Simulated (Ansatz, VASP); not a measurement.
# SbSe: VASP beside Ansatz

Contents of INCAR:

```
SYSTEM = SbSe
ALGO     = Normal         ! electronic algorithm
EDIFF    = 1E-6           ! SCF threshold, eV
ENCUT    = 520            ! plane-wave cutoff, eV
GGA      = PE             ! functional
ISIF     = 2              ! what is computed and relaxed
ISMEAR   = 0              ! smearing method
LASPH    = .TRUE.         ! aspherical terms in the spheres
LCHARG   = .TRUE.         ! write CHGCAR
LELF     = .TRUE.         ! ELF
LREAL    = .FALSE.        ! projectors in reciprocal space
LVHAR    = .TRUE.       
LWAVE    = .FALSE.        ! write WAVECAR
NBANDS   = 19             ! bands
NELM     = 60             ! most SCF steps
PREC     = Accurate       ! precision mode
SIGMA    = 0.1            ! smearing width, eV
```

File KPOINTS:

```
k-points
0
G
  6 6 4
  0 0 0
```

Contents of POSCAR:

```
SbSe
1.0
    4.4077614704      0.0000000000      0.0000000000
   -2.2038807351      3.8172334072      0.0000000000
    0.0000000000      0.0000000000      7.0588779921
Sb Se
2 2
Direct
    0.3333333333      0.6666666667      0.0000000000
    0.6666666667      0.3333333333      0.5000000000
    0.3333333333      0.6666666667      0.3821000000
    0.6666666667      0.3333333333      0.8821000000
```

Input for Ansatz:

```yaml
crystal:
  lattice:
    - [4.4077614704, 0.0, 0.0]
    - [-2.2038807351, 3.8172334072, 0.0]
    - [0.0, 0.0, 7.0588779921]
  atoms:
    - { symbol: Sb, position: [0.3333333333, 0.6666666667, 0.0] }
    - { symbol: Sb, position: [0.6666666667, 0.3333333333, 0.5] }
    - { symbol: Se, position: [0.3333333333, 0.6666666667, 0.3821] }
    - { symbol: Se, position: [0.6666666667, 0.3333333333, 0.8821] }
basis:
  ecutwfc: 420
kpoints:
  mp_grid: { grid: [6, 6, 4] }
hamiltonian:
  xc: pbe
scf:
  occupations: { method: gaussian, width: 0.1 }
  lower_state_search: "off"
output:
  forces: true
  stress: true
  eigenvalues: true
```

Alike in both runs: task single point; functional PBE; k mesh 6 × 6 × 4; occupations gaussian, width 0.1 eV; no spin polarisation.

```csv
,VASP,Ansatz
version,VASP 6.6.1,Ansatz 0.2.0
potentials or method,"VASP PAW PBE potentials, release 64 (Sb, Se), cutoff 520 eV","scalar-relativistic, plane waves, PAW"
valence electrons in the cell,22,62
```

```csv
,VASP,Ansatz,Ansatz less VASP
gap on the k mesh at the Fermi level (eV),none,none,-
pressure (GPa),12.2,12.2,-0.05
"traceless stress, the component that is largest in VASP (GPa)",-1.16,-1.18,-0.021
rms of the force components (eV/Å),0.410,0.408,-0.0015
```

Atom by atom the forces differ by 0.002 eV/Å (rms over components). A gap of «none» marks a metal or a gap that the smearing closes. VASP's potentials hold 22 valence electrons a cell and Ansatz's 62, so a difference there can come from the potentials and not from the codes.

Spin-orbit coupling is off throughout.
